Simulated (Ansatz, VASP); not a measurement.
One calculation of C, two programs

```
CELL_PARAMETERS angstrom
1.99728 0.00000 0.00000
-0.99864 1.72969 0.00000
0.00000 0.00000 1.57879
ATOMIC_POSITIONS crystal
C 0.00000 0.00000 0.00000
```

Alike in both runs: functional PBEsol; k mesh 9 × 9 × 8; occupations gaussian, width 0.1 eV; no spin polarisation.

Ansatz relaxed the structure, and its values are those at the end. VASP's run is a single point on that final structure, the one shown.

|  | VASP | Ansatz |
| --- | --- | --- |
| version | VASP 6.6.1 | Ansatz 0.2.0 |
| potentials or method | VASP PAW PBE potentials, release 64 (C), cutoff 520 eV | scalar-relativistic, plane waves, PAW |
| valence electrons in the cell | 4 | 4 |

Ansatz gave:

| Item | Value |
| --- | --- |
| gap on the k mesh at the Fermi level (eV) | none |
| pressure (GPa) | 0.0 |

Task: Estimate VASP's values.

Result: gap on the k mesh at the Fermi level (eV): none; pressure (GPa): 0.7.

VASP's potentials were made for PBE, not for PBEsol. A gap of «none» marks a metal or a gap that the smearing closes. With one functional, cell and mesh, what is left measures potentials, basis and numerics.

The k mesh is coarse, so the values compare programs but aren't converged.
